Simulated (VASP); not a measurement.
# LiF (I4/mmm) in VASP: further runs

The runs below take LiF through single point, with r2SCAN.

Program: VASP 6.6.1. These are calculated values, not measurements. Logs are shortened: lines on timing, memory, paths and dates and some standing lists are left out, and cuts for length are marked.

### 1 The cell of the first run

The structure is tetragonal, space group I4/mmm (No. 139). The conventional cell has a = 2.835 Å, b = 2.835 Å, c = 3.978 Å, α = 90.00°, β = 90.00°, γ = 90.00°. Within 2.6 Å of Li (site symmetry 4/mmm) lie 6 F at 1.99 to 2.00 Å. F (site symmetry 4/mmm) has 6 Li at 1.99 to 2.00 Å within 2.6 Å.

### 2 Single point, r2SCAN (in-plane strain +0.005, then relaxed in part)

POSCAR reads:

```
LiF
1.0
    2.0048727240      2.0048727240      0.0000000000
   -2.0048727240      2.0048727240      0.0000000000
    0.0000000000      2.0048727240      1.9889135381
Li F
1 1
Direct
    0.0000000000      0.0000000000      0.0000000000
    0.5000000000      0.5000000000      0.0000000000
```

INCAR.step1 reads:

```
PREC = Accurate ; ENCUT = 520
ISMEAR = 0 ; SIGMA = 0.01
LREAL = False ; LASPH = True
NELM = 60 ; NBANDS = 12
GGA = PE ; ALGO = Normal
EDIFF = 1E-4 ; LWAVE = True
LCHARG = False
```

INCAR.step2 reads:

```
PREC = Accurate ; ENCUT = 520
EDIFF = 1E-6 ; ISMEAR = 0
SIGMA = 0.01 ; LREAL = False
LASPH = True ; NELM = 60
ALGO = Normal ; ISIF = 2
LWAVE = False ; LCHARG = True
METAGGA = R2SCAN ; LMIXTAU = True
LELF = True ; LVHAR = True
NBANDS = 12 ; ISTART = 1
```

KPOINTS reads:

```
regular mesh
0
Gamma
  10 10 10
```

Potentials or basis: VASP PAW PBE potentials, release 64 (Li_sv, F).

Started as:

```console
$ cat potpaw_PBE.64/Li_sv/POTCAR potpaw_PBE.64/F/POTCAR > POTCAR
$ cp INCAR.step1 INCAR
$ mpirun -np 1 vasp_std > vasp.out
$ cp INCAR.step2 INCAR
$ mpirun -np 1 vasp_std > vasp.out
```

OUTCAR:

```text
PREC = Accurate
   ENCUT = 520
   EDIFF = 1E-6
   ISMEAR = 0
   LREAL = False
   LASPH = True
   NELM = 60
   ISIF = 2
   METAGGA = R2SCAN
   ISTART = 1

 ion  position               nearest neighbor table
   1  0.000  0.000  0.000-   2 1.99   2 1.99   2 2.00   2 2.00   2 2.00   2 2.00
   2  0.500  0.500  0.000-   1 1.99   1 1.99   1 2.00   1 2.00   1 2.00   1 2.00

  LATTYP: Found a body centered tetragonal cell.
 ALAT       =     2.8353181971
 C/A-ratio  =     1.4029561410

  Lattice vectors:

 A1 = (   2.0048727240,   0.0000000000,  -1.9889135381)
 A2 = (  -2.0048727240,   0.0000000000,  -1.9889135381)
 A3 = (   0.0000000000,   2.0048727240,   1.9889135381)

Analysis of symmetry for initial positions (statically):
=====================================================================
 Subroutine PRICEL returns:
 Original cell was already a primitive cell.

 Routine SETGRP: Setting up the symmetry group for a
 body centered tetragonal supercell.

 Subroutine GETGRP returns: Found 16 space group operations
 (whereof 16 operations were pure point group operations)
 out of a pool of 16 trial point group operations.

The static configuration has the point symmetry D_4h.

Analysis of symmetry for dynamics (positions and initial velocities):
=====================================================================
 Subroutine PRICEL returns:
 Original cell was already a primitive cell.

 Routine SETGRP: Setting up the symmetry group for a
 body centered tetragonal supercell.

 Subroutine GETGRP returns: Found 16 space group operations
 (whereof 16 operations were pure point group operations)
 out of a pool of 16 trial point group operations.

The dynamic configuration has the point symmetry D_4h.

 Subroutine INISYM returns: Found 16 space group operations
 (whereof 16 operations are pure point group operations),
 and found     1 'primitive' translations

----------------------------------------------------------------------------------------

                                     Primitive cell

  volume of cell :      15.9889

  direct lattice vectors                    reciprocal lattice vectors
     2.004872724  2.004872724  0.000000000     0.249392390  0.249392390 -0.251393532
    -2.004872724  2.004872724  0.000000000    -0.249392390  0.249392390 -0.251393532
     0.000000000  2.004872724  1.988913538     0.000000000  0.000000000  0.502787065

  length of vectors
     2.835318197  2.835318197  2.824055896     0.433118732  0.433118732  0.502787065

  position of ions in fractional coordinates (direct lattice)
[... 85 lines left out ...]
   ISIF   =      2    stress and relaxation
   ISYM   =      2    0-nonsym 1-usesym 2-fastsym
   POTIM  = 0.5000    time-step for ionic-motion
   TEBEG  =    0.0;   TEEND  =   0.0 temperature during run
   PSTRESS=    0.0 pullay stress
   NELECT =      10.0000    total number of electrons
   NUPDOWN=      -1.0000    fix difference up-down
   EMIN   =  10.00;   EMAX   =-10.00  energy-range for DOS
   EFERMI =   0.00;   METHOD = LEGACY
   ISMEAR =     0;   SIGMA  =   0.01  broadening in eV -4-tet -1-fermi 0-gaus
   EFERMI_NEDOS =   21; number of points for ismear=-14 and -15
   IALGO  =     38    algorithm
   IMIX   =      4    mixing-type and parameters
     AMIX     =   0.40;   BMIX     =  1.00
     AMIX_MAG =   1.60;   BMIX_MAG =  1.00
  volume/ion in A,a.u.               =       7.99        53.95
  Fermi-wavevector in a.u.,A,eV,Ry     =   1.400022  2.645659 26.668273  1.960063
  Thomas-Fermi vector in A             =   2.523024
   LORBIT       =      0    0 simple, 1 ext, 2 COOP (PROOUT), +10 PAW based schemes
   METAGGA = R2SCAN    functional components
   LHFCALC =     F    Hartree Fock is set to
   AEXX    =    0.0000 exact exchange contribution
   IVDW    =     0    specifies the selected vdW correction
   LEPSILON=     F    determine dielectric tensor
   LRPA    =     F    only Hartree local field effects (RPA)
 non-spin polarized calculation
 Gauss-broadening in eV      SIGMA  =   0.01
  energy-cutoff  :      520.00
  volume of cell :       15.99
 maximum number of plane-waves:       444
 NGX is ok and might be reduce to    24
   NGX = 11   NGY = 11   NGZ = 11

 number of electron       9.9999995 magnetization

 Free energy of the ion-electron system (eV)
  ---------------------------------------------------
  ext. energy  EPLUGINS =         0.00000000
  ---------------------------------------------------
  free energy    TOTEN  =       -11.90256341 eV

  energy without entropy =      -11.90256341  energy(sigma->0) =      -11.90256341

 E-fermi :  -1.4158     XC(G=0): -10.6588

 val. band max:       -1.5007143075   @ k =   0.0000   0.0000   0.0000
 cond. band min:       8.9791162551   @ k =   0.0000   0.0000   0.0000
 fundamental gap:     10.4798305626
 Fermi energy:        -1.4158440900

 k-point     1 :       0.0000    0.0000    0.0000
  band No.  band energies     occupation
      1     -43.5338      2.00000
      2     -22.6623      2.00000
      3      -1.5205      2.00000
      4      -1.5007      2.00000
      5      -1.5007      2.00000
      6       8.9791      0.00000
      7      24.1710      0.00000
      8      24.1712      0.00000
      9      24.2374      0.00000
     10      24.8152      0.00000
     11      24.8155      0.00000
     12      25.0292      0.00000
[... 331 lines left out ...]
 k-point    24 :       0.4000    0.3000   -0.0000
  band No.  band energies     occupation
      1     -43.4587      2.00000
      2     -22.0466      2.00000
      3      -3.8985      2.00000
      4      -3.1382      2.00000
      5      -2.1532      2.00000
      6      13.4271      0.00000
      7      15.0974      0.00000
      8      19.2164      0.00000
      9      19.8738      0.00000
     10      24.9450      0.00000
     11      33.4295      0.00000
     12      33.7476      0.00000

 [... further k-points ...]
[... 5 lines left out ...]
  --------------------------------------------------------------------------------------
  -------------------------------------------------------------------------------------
  Total       -0.1642175     -0.1642175     -0.0810819      0.0000000     -0.0000000     -0.0000000
  in kB      -16.4554819    -16.4554819     -8.1248433      0.0000000     -0.0000000     -0.0000000
  external PRESSURE =     -13.6786024 kB  Pullay stress =       0.0000000 kB

 VOLUME and BASIS-vectors are now :
 -----------------------------------------------------------------------------
  energy-cutoff  :      520.00
  volume of cell :       15.99
      direct lattice vectors                 reciprocal lattice vectors
     2.004872724  2.004872724  0.000000000     0.249392390  0.249392390 -0.251393532
    -2.004872724  2.004872724  0.000000000    -0.249392390  0.249392390 -0.251393532
     0.000000000  2.004872724  1.988913538     0.000000000  0.000000000  0.502787065

 POSITION                                       TOTAL-FORCE (eV/Angst)
 -----------------------------------------------------------------------------------
      0.00000      0.00000      0.00000         0.000000      0.000000      0.000000
      0.00000      2.00487      0.00000        -0.000000     -0.000000      0.000000
 -----------------------------------------------------------------------------------
    total drift:                                0.000000     -0.000000     -0.000000

  FREE ENERGIE OF THE ION-ELECTRON SYSTEM (eV)
  ---------------------------------------------------
  free  energy   TOTEN  =       -11.9025634134 eV

  energy  without entropy=      -11.9025634134  energy(sigma->0) =      -11.90256341
```

Wall time 89 s (1 thread of Intel Xeon 8259CL, shared host); peak memory 0.14 GiB.

What came out:

| Property | Result |
| --- | --- |
| Free energy | -11.9026 eV |
| Band gap on the k mesh | 10.48 eV |

Caveat: the cell differs from its parent crystal (in-plane strain +0.005, then relaxed in part); the cutoff is under 1.25 times the usual one of these potentials, so pressure, stress and relaxed cells hold a basis-set (Pulay) error; the PAW data sets were made with another functional, which shifts forces and pressure a little.

### 3 Single point, r2SCAN (in-plane strain +0.005)

POSCAR is that of step 2.

INCAR.step1 reads:

```
SYSTEM = LiF
PREC = Accurate
ENCUT = 520
ISMEAR = 0
SIGMA = 0.01
LREAL = .FALSE.
LASPH = .TRUE.
NELM = 60
NBANDS = 12
GGA = PE
ALGO = Normal
EDIFF = 1E-4
LWAVE = .TRUE.
LCHARG = .FALSE.
```

INCAR.step2 reads:

```
SYSTEM = LiF
PREC = Accurate
ENCUT = 520
EDIFF = 1E-7
ISMEAR = 0
SIGMA = 0.01
LREAL = .FALSE.
LASPH = .TRUE.
NELM = 60
ALGO = Normal
ISIF = 2
LWAVE = .FALSE.
LCHARG = .TRUE.
METAGGA = R2SCAN
LMIXTAU = .TRUE.
LELF = .TRUE.
LVHAR = .TRUE.
NBANDS = 12
ISTART = 1
```

KPOINTS reads:

```
regular mesh
0
G
  10 10 10
  0 0 0
```

Potentials or basis: VASP PAW PBE potentials, release 64 (Li_sv, F).

Started as:

```console
$ cat potpaw_PBE.64/Li_sv/POTCAR potpaw_PBE.64/F/POTCAR > POTCAR
$ cp INCAR.step1 INCAR
$ mpirun -np 1 vasp_std > vasp.out
$ cp INCAR.step2 INCAR
$ mpirun -np 1 vasp_std > vasp.out
```

Wall time 1.8 min (1 thread of Intel Xeon 8259CL, shared host); peak memory 0.15 GiB.

The run converged. Its results:

```yaml
Free_energy: -11.9026 eV
Band_gap_on_the_k_mesh: 10.48 eV
```

Levels at points of the mesh, in eV from the valence-band top:
| k point | band 2 | band 3 | band 4 | band 5 | band 6 | band 7 | band 8 | band 9 |
| --- | --- | --- | --- | --- | --- | --- | --- | --- |
| (0.00, 0.00, 0.00) | -21.16 | -0.02 | 0.00 | 0.00 | 10.48 | 25.67 | 25.67 | 25.74 |
| (0.50, 0.00, 0.00) | -20.73 | -2.56 | -0.26 | -0.25 | 11.95 | 18.40 | 20.54 | 20.69 |
| (0.50, 0.50, 0.00) | -20.46 | -3.11 | -1.06 | -1.01 | 16.22 | 17.58 | 19.39 | 22.16 |
| (0.00, 0.00, 0.50) | -20.45 | -3.10 | -1.06 | -1.06 | 16.37 | 17.47 | 19.40 | 22.11 |

Caveat: the cell differs from its parent crystal (in-plane strain +0.005); the cutoff is under 1.25 times the usual one of these potentials, so pressure, stress and relaxed cells hold a basis-set (Pulay) error; the PAW data sets were made with another functional, which shifts forces and pressure a little. A k mesh can miss the band edges.

### 4 Single point, r2SCAN (in-plane strain +0.01, then relaxed in part)

POSCAR reads:

```
LiF
1.0
    2.0148472151      2.0148472151      0.0000000000
   -2.0148472151      2.0148472151      0.0000000000
    0.0000000000      2.0148472151      1.9827802847
Li F
1 1
Direct
    0.0000000000      0.0000000000      0.0000000000
    0.5000000000      0.5000000000      0.0000000000
```

INCAR.step1 reads:

```
SYSTEM = LiF
PREC     = Accurate       ! precision mode
ENCUT    = 520            ! plane-wave cutoff, eV
ISMEAR   = 0              ! smearing method
SIGMA    = 0.01           ! smearing width, eV
LREAL    = .FALSE.        ! projectors in reciprocal space
LASPH    = .TRUE.         ! aspherical terms in the spheres
NELM     = 60             ! most SCF steps
NBANDS   = 12             ! bands
GGA      = PE             ! functional
ALGO     = Normal         ! electronic algorithm
EDIFF    = 1E-4           ! SCF threshold, eV
LWAVE    = .TRUE.         ! write WAVECAR
LCHARG   = .FALSE.        ! write CHGCAR
```

INCAR.step2 reads:

```
SYSTEM = LiF
PREC     = Accurate       ! precision mode
ENCUT    = 520            ! plane-wave cutoff, eV
EDIFF    = 1E-6           ! SCF threshold, eV
ISMEAR   = 0              ! smearing method
SIGMA    = 0.01           ! smearing width, eV
LREAL    = .FALSE.        ! projectors in reciprocal space
LASPH    = .TRUE.         ! aspherical terms in the spheres
NELM     = 60             ! most SCF steps
ALGO     = Normal         ! electronic algorithm
ISIF     = 2              ! what is computed and relaxed
LWAVE    = .FALSE.        ! write WAVECAR
LCHARG   = .FALSE.        ! write CHGCAR
METAGGA  = R2SCAN         ! meta-GGA
LMIXTAU  = .TRUE.       
NBANDS   = 12             ! bands
ISTART   = 1
```

KPOINTS reads:

```
Automatic mesh
0
G
  10 10 10
  0 0 0
```

Started as:

```console
$ cat potpaw_PBE.64/Li_sv/POTCAR potpaw_PBE.64/F/POTCAR > POTCAR
$ cp INCAR.step1 INCAR
$ mpirun -np 1 vasp_std > vasp.out
$ cp INCAR.step2 INCAR
$ mpirun -np 1 vasp_std > vasp.out
```

Run time: 80 s. Hardware: 1 thread of Intel Xeon 8259CL, shared host; peak memory 0.14 GiB.

It converged, with:

| Property | Result |
| --- | --- |
| Free energy | -11.9012 eV |
| Band gap on the k mesh | 10.40 eV |

Levels at points of the mesh, in eV from the valence-band top:
| k point | band 2 | band 3 | band 4 | band 5 | band 6 | band 7 | band 8 | band 9 |
| --- | --- | --- | --- | --- | --- | --- | --- | --- |
| (0.00, 0.00, 0.00) | -21.15 | -0.04 | 0.00 | 0.00 | 10.40 | 25.58 | 25.58 | 25.71 |
| (0.50, 0.00, 0.00) | -20.73 | -2.55 | -0.28 | -0.24 | 11.90 | 18.31 | 20.39 | 20.71 |
| (0.50, 0.50, 0.00) | -20.46 | -3.08 | -1.08 | -0.97 | 16.09 | 17.58 | 19.29 | 22.04 |
| (0.00, 0.00, 0.50) | -20.44 | -3.07 | -1.07 | -1.07 | 16.40 | 17.35 | 19.31 | 21.93 |

Caveat: the cell differs from its parent crystal (in-plane strain +0.01, then relaxed in part); the cutoff is under 1.25 times the usual one of these potentials, so pressure, stress and relaxed cells hold a basis-set (Pulay) error; the PAW data sets were made with another functional, which shifts forces and pressure a little. A k mesh can miss the band edges.

### 5 Single point, r2SCAN (in-plane strain +0.01)

POSCAR: that of step 4 with these lines changed.

```diff
@@ -4,3 +4,3 @@
    -2.0148472151      2.0148472151      0.0000000000
-    0.0000000000      2.0148472151      1.9827802847
+    0.0000000000      2.0148472151      1.9829288434
 Li F
```

INCAR.step1 reads:

```
PREC = Accurate ; ENCUT = 520
ISMEAR = 0 ; SIGMA = 0.01
LREAL = F ; LASPH = T
NELM = 80 ; NBANDS = 12
GGA = PE ; ALGO = Normal
EDIFF = 1E-4 ; LWAVE = T
LCHARG = F
```

INCAR.step2 reads:

```
PREC = Accurate ; ENCUT = 520
EDIFF = 1E-6 ; ISMEAR = 0
SIGMA = 0.01 ; LREAL = F
LASPH = T ; NELM = 80
ALGO = Normal ; ISIF = 2
LWAVE = F ; LCHARG = T
METAGGA = R2SCAN ; LMIXTAU = T
LELF = T ; LVHAR = T
NBANDS = 12 ; ISTART = 1
```

KPOINTS reads:

```
regular mesh
0
Gamma
  10 10 10
```

Started as:

```console
$ cat potpaw_PBE.64/Li_sv/POTCAR potpaw_PBE.64/F/POTCAR > POTCAR
$ cp INCAR.step1 INCAR
$ mpirun -np 1 vasp_std > vasp.out
$ cp INCAR.step2 INCAR
$ mpirun -np 1 vasp_std > vasp.out
```

Run time: 92 s. Hardware: 1 thread of Intel Xeon 8259CL, shared host; peak memory 0.15 GiB.

The run converged. Its results:

* Free energy: -11.9012 eV
* Band gap on the k mesh: 10.40 eV

Levels at points of the mesh, in eV from the valence-band top:
```tsv
k point	band 3	band 4	band 5	band 6	band 7	band 8
(0.00, 0.00, 0.00)	-0.04	0.00	0.00	10.40	25.58	25.58
(0.50, 0.00, 0.00)	-2.55	-0.28	-0.24	11.90	18.31	20.39
(0.50, 0.50, 0.00)	-3.08	-1.08	-0.98	16.09	17.58	19.29
(0.00, 0.00, 0.50)	-3.07	-1.07	-1.07	16.40	17.35	19.31
```

Caveat: the cell differs from its parent crystal (in-plane strain +0.01); the cutoff is under 1.25 times the usual one of these potentials, so pressure, stress and relaxed cells hold a basis-set (Pulay) error; the PAW data sets were made with another functional, which shifts forces and pressure a little. A k mesh can miss the band edges.
